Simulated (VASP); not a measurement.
# BaS (Fm-3m) in VASP: elastic constants with PBEsol

Aim: the elastic constants of BaS with PBEsol.

Program: VASP 6.6.1. These are calculated values, not measurements. Logs are shortened: lines on timing, memory, paths and dates and some standing lists are left out, and cuts for length are marked.

## (1) The cell of the first run

Symmetry: Fm-3m, No. 225, cubic system. Conventional cell: a = 6.333 Å, b = 6.333 Å, c = 6.333 Å, α = 90.00°, β = 90.00°, γ = 90.00°. Ba (site symmetry m-3m) has 6 S at 3.17 Å within 4.2 Å. S (site symmetry m-3m) has 6 Ba at 3.17 Å within 4.2 Å.

## (2) Elastic constants, PBEsol

Input file INCAR:

```
ALGO = Normal
EDIFF = 1E-8
ENCUT = 600
GGA = PS
IBRION = 6
ISIF = 3
ISMEAR = 0
LASPH = T
LCHARG = F
LREAL = F
LWAVE = F
NELM = 80
NFREE = 2
NSW = 1
POTIM = 0.015
PREC = Accurate
SIGMA = 0.01
```

Input file KPOINTS:

```
k-points
0
Gamma
  8 8 8
```

Input file POSCAR:

```
BaS
1.0
    0.0000000000      3.1662959514      3.1662959514
    3.1662959514      0.0000000000      3.1662959514
    3.1662959514      3.1662959514      0.0000000000
Ba S
1 1
Direct
    0.0000000000      0.0000000000      0.0000000000
    0.5000000000      0.5000000000      0.5000000000
```

Potentials or basis: VASP PAW PBE potentials, release 64 (Ba_sv, S).

On the command line:

```console
cat potpaw_PBE.64/Ba_sv/POTCAR potpaw_PBE.64/S/POTCAR > POTCAR
mpirun -np 1 vasp_std > vasp.out
```

OUTCAR:

```text
EDIFF = 1E-8
   ENCUT = 600
   GGA = PS
   IBRION = 6
   ISIF = 3
   ISMEAR = 0
   LASPH = T
   LREAL = F
   NELM = 80
   NFREE = 2
   NSW = 1
   POTIM = 0.015
   PREC = Accurate

 ion  position               nearest neighbor table
   1  0.000  0.000  0.000-   2 3.17   2 3.17   2 3.17   2 3.17   2 3.17   2 3.17
   2  0.500  0.500  0.500-   1 3.17   1 3.17   1 3.17   1 3.17   1 3.17   1 3.17

  LATTYP: Found a face centered cubic cell.
 ALAT       =     6.3325919028

  Lattice vectors:

 A1 = (   0.0000000000,   3.1662959514,   3.1662959514)
 A2 = (   3.1662959514,   0.0000000000,   3.1662959514)
 A3 = (   3.1662959514,   3.1662959514,   0.0000000000)

Analysis of symmetry for initial positions (statically):
=====================================================================
 Subroutine PRICEL returns:
 Original cell was already a primitive cell.

 Routine SETGRP: Setting up the symmetry group for a
 face centered cubic supercell.

 Subroutine GETGRP returns: Found 48 space group operations
 (whereof 48 operations were pure point group operations)
 out of a pool of 48 trial point group operations.

The static configuration has the point symmetry O_h .

Analysis of symmetry for dynamics (positions and initial velocities):
=====================================================================
 Subroutine PRICEL returns:
 Original cell was already a primitive cell.

 Routine SETGRP: Setting up the symmetry group for a
 face centered cubic supercell.

 Subroutine GETGRP returns: Found 48 space group operations
 (whereof 48 operations were pure point group operations)
 out of a pool of 48 trial point group operations.

The dynamic configuration has the point symmetry O_h .

 Subroutine INISYM returns: Found 48 space group operations
 (whereof 48 operations are pure point group operations),
 and found     1 'primitive' translations

----------------------------------------------------------------------------------------

                                     Primitive cell

  volume of cell :      63.4870

  direct lattice vectors                    reciprocal lattice vectors
     0.000000000  3.166295951  3.166295951    -0.157913223  0.157913223  0.157913223
     3.166295951  0.000000000  3.166295951     0.157913223 -0.157913223  0.157913223
     3.166295951  3.166295951  0.000000000     0.157913223  0.157913223 -0.157913223

  length of vectors
     4.477818677  4.477818677  4.477818677     0.273513726  0.273513726  0.273513726

  position of ions in fractional coordinates (direct lattice)
     0.000000000  0.000000000  0.000000000
     0.500000000  0.500000000  0.500000000

  ion indices of the primitive-cell ions
   primitive index   ion index
                 1           1
                 2           2

----------------------------------------------------------------------------------------

 KPOINTS: k-points

Automatic generation of k-mesh.
 Grid dimensions read from file:
 generate k-points for:    8    8    8

 Generating k-lattice:

  Cartesian coordinates                     Fractional coordinates (reciprocal lattice)
    -0.019739153  0.019739153  0.019739153     0.125000000  0.000000000  0.000000000
     0.019739153 -0.019739153  0.019739153     0.000000000  0.125000000  0.000000000
     0.019739153  0.019739153 -0.019739153     0.000000000  0.000000000  0.125000000

  Length of vectors
     0.034189216  0.034189216  0.034189216

  Shift w.r.t. Gamma in fractional coordinates (k-lattice)
[... 104 lines left out ...]

  FORCE on cell =-STRESS in cart. coord.  units (eV):
  Direction    XX          YY          ZZ          XY          YZ          ZX
  --------------------------------------------------------------------------------------
  -------------------------------------------------------------------------------------
  Total        0.2684367      0.2684367      0.2684367      0.0000000      0.0000000     -0.0000000
  in kB        6.7743559      6.7743559      6.7743559      0.0000000      0.0000000     -0.0000000
  external PRESSURE =       6.7743559 kB  Pullay stress =       0.0000000 kB
[... 89 lines left out ...]
  FREE ENERGIE OF THE ION-ELECTRON SYSTEM (eV)
  ---------------------------------------------------
  free  energy   TOTEN  =       -10.7081552517 eV

  energy  without entropy=      -10.7081552517  energy(sigma->0) =      -10.70815525

 E-fermi :   1.7043     XC(G=0):  -8.9950

 val. band max:        1.6025423677   @ k =   0.0000   0.0000   0.0000
 cond. band min:       3.4571975121   @ k =   0.5000   0.5000   0.0000
 fundamental gap:      1.8546551444
 Fermi energy:         1.7043450449

 k-point     1 :       0.0000    0.0000    0.0000
  band No.  band energies     occupation
      1     -24.3498      2.00000
      2      -9.3919      2.00000
      3      -9.3851      2.00000
      4      -9.3851      2.00000
      5      -8.8569      2.00000
      6       1.5416      2.00000
      7       1.5416      2.00000
      8       1.6025      2.00000
      9       5.1580      0.00000
     10       5.3058      0.00000
     11       5.3058      0.00000
     12       5.4185      0.00000
[... 333 lines left out ...]
      1     -24.2846      2.00000
      2     -10.5113      2.00000
      3      -9.6224      2.00000
      4      -9.5124      2.00000
      5      -7.7500      2.00000
      6      -0.0224      2.00000
      7       0.6394      2.00000
      8       0.7417      2.00000
      9       6.1752      0.00000
     10       6.3881      0.00000
     11       8.3612      0.00000
     12       8.6464      0.00000

 [... further k-points ...]

[... ionic steps 4 to 14 ...]

--------------------------------------- Ionic step       15  -------------------------------------------

 number of electron      15.9999999 magnetization

------------------------ aborting loop because EDIFF is reached ----------------------------------------
[... 67 lines left out ...]
--------------------------------------- Ionic step       17  -------------------------------------------

 number of electron      16.0000000 magnetization

 Free energy of the ion-electron system (eV)
  ---------------------------------------------------
  ext. energy  EPLUGINS =         0.00000000
  ---------------------------------------------------
  free energy    TOTEN  =       -10.71728239 eV

  energy without entropy =      -10.71728239  energy(sigma->0) =      -10.71728239

 E-fermi :   1.5776     XC(G=0):  -8.9316

 val. band max:        1.4786049974   @ k =   0.0000   0.0000   0.0000
 cond. band min:       3.4127413527   @ k =   0.0000   0.5000   0.5000
 fundamental gap:      1.9341363552
 Fermi energy:         1.5775786809

 k-point     1 :       0.0000    0.0000    0.0000
  band No.  band energies     occupation
      1     -24.4772      2.00000
      2      -9.5172      2.00000
      3      -9.5166      2.00000
      4      -9.5166      2.00000
      5      -8.9140      2.00000
      6       1.4785      2.00000
      7       1.4785      2.00000
      8       1.4786      2.00000
      9       5.0133      0.00000
     10       5.2626      0.00000
     11       5.2631      0.00000
     12       5.2631      0.00000
[... 374 lines left out ...]
  FREE ENERGIE OF THE ION-ELECTRON SYSTEM (eV)
  ---------------------------------------------------
  free  energy   TOTEN  =       -10.7172823862 eV

  energy  without entropy=      -10.7172823862  energy(sigma->0) =      -10.71728239

 INTERNAL STRAIN TENSORS FROM STRAINED CELLS
 ============================================

 INTERNAL STRAIN TENSOR FOR ION    1 for displacements in x,y,z  (eV/Angst):
          X           Y           Z          XY          YZ          ZX
  --------------------------------------------------------------------------------
  x    -0.00000    -0.00000     0.00000     0.00000     0.00000     0.00000
  y    -0.00000     0.00000    -0.00000     0.00000     0.00000    -0.00000
  z     0.00000     0.00000     0.00000    -0.00000     0.00000     0.00000

 INTERNAL STRAIN TENSORS FROM DISPLACED ATOMS
 ============================================

 INTERNAL STRAIN TENSOR FOR ION    1 for displacements in x,y,z  (eV/Angst):
          X           Y           Z          XY          YZ          ZX
  --------------------------------------------------------------------------------
  x     0.00000     0.00000     0.00000     0.00000     0.00000     0.00000
  y     0.00000     0.00000     0.00000     0.00000     0.00000     0.00000
  z     0.00000     0.00000     0.00000     0.00000     0.00000     0.00000

 INTERNAL STRAIN TENSOR FOR ION    2 for displacements in x,y,z  (eV/Angst):
          X           Y           Z          XY          YZ          ZX
  --------------------------------------------------------------------------------
  x     0.00000     0.00000     0.00000     0.00000     0.00000     0.00000
  y     0.00000     0.00000     0.00000     0.00000     0.00000     0.00000
  z     0.00000     0.00000     0.00000     0.00000     0.00000     0.00000

 Eigenvectors and eigenvalues of the dynamical matrix
 ----------------------------------------------------

   1 f  =    4.552504 THz    28.604227 2PiTHz  151.855193 cm-1    18.827636 meV
             X         Y         Z           dx          dy          dz
      0.000000  0.000000  0.000000    -0.435166    0.000000    0.000000
      3.166296  3.166296  3.166296     0.900350    0.000000    0.000000
[... 21 lines left out ...]
   6 f/i=    0.000405 THz     0.002548 2PiTHz    0.013525 cm-1     0.001677 meV
             X         Y         Z           dx          dy          dz
      0.000000  0.000000  0.000000    -0.900350    0.000000    0.000000
      3.166296  3.166296  3.166296    -0.435166    0.000000    0.000000

--------------------------------------------------------------------------------------------------------

 ELASTIC MODULI CONTR FROM IONIC RELAXATION (kBar)
 Direction    XX          YY          ZZ          XY          YZ          ZX
 --------------------------------------------------------------------------------
 XX           0.0000      0.0000      0.0000      0.0000      0.0000      0.0000
 YY           0.0000      0.0000      0.0000      0.0000      0.0000      0.0000
 ZZ           0.0000      0.0000      0.0000      0.0000      0.0000      0.0000
 XY           0.0000      0.0000      0.0000      0.0000      0.0000      0.0000
 YZ           0.0000      0.0000      0.0000      0.0000      0.0000      0.0000
 ZX           0.0000      0.0000      0.0000      0.0000      0.0000      0.0000
 --------------------------------------------------------------------------------

 TOTAL ELASTIC MODULI (kBar)
 Direction    XX          YY          ZZ          XY          YZ          ZX
 --------------------------------------------------------------------------------
 XX        1120.6088    167.0592    167.0592     -0.0000      0.0000     -0.0000
 YY         167.0592   1120.6088    167.0592      0.0000      0.0000     -0.0000
 ZZ         167.0592    167.0592   1120.6088      0.0000     -0.0000      0.0000
 XY          -0.0000      0.0000      0.0000    182.8646      0.0000      0.0000
 YZ           0.0000      0.0000     -0.0000      0.0000    182.8646      0.0000
 ZX          -0.0000     -0.0000      0.0000      0.0000      0.0000    182.8646
 --------------------------------------------------------------------------------
```

It took 14 min on 1 thread of Intel Xeon 6975P-C, shared host; peak memory 0.39 GiB.

Results:

```yaml
Elastic_constants_C11_C12_C44: 112, 17, 18 GPa
Voigt_bulk_modulus: 48 GPa
Highest_phonon_frequency_at_Γ_LO-TO_splitting_left_out: 152 cm⁻¹
```

Phonon frequencies in cm⁻¹ (negative: imaginary):
| q point | frequencies |
| --- | --- |
| (0.000, 0.000, 0.000) | 0 0 0 152 152 152 |

Elastic tensor in Voigt notation (GPa, in the Cartesian axes of the cell as first typed):
```
112  17  17   0   0   0
 17 112  17   0   0   0
 17  17 112   0   0   0
  0   0   0  18   0   0
  0   0   0   0  18   0
  0   0   0   0   0  18
```

Clamped-ion elastic tensor (GPa):
```
112  17  17   0   0   0
 17 112  17   0   0   0
 17  17 112   0   0   0
  0   0   0  18   0   0
  0   0   0   0  18   0
  0   0   0   0   0  18
```

Caveat: the PAW data sets were made with another functional, which shifts forces and pressure a little; spin-orbit coupling is left out, which moves the levels of the heavy elements.
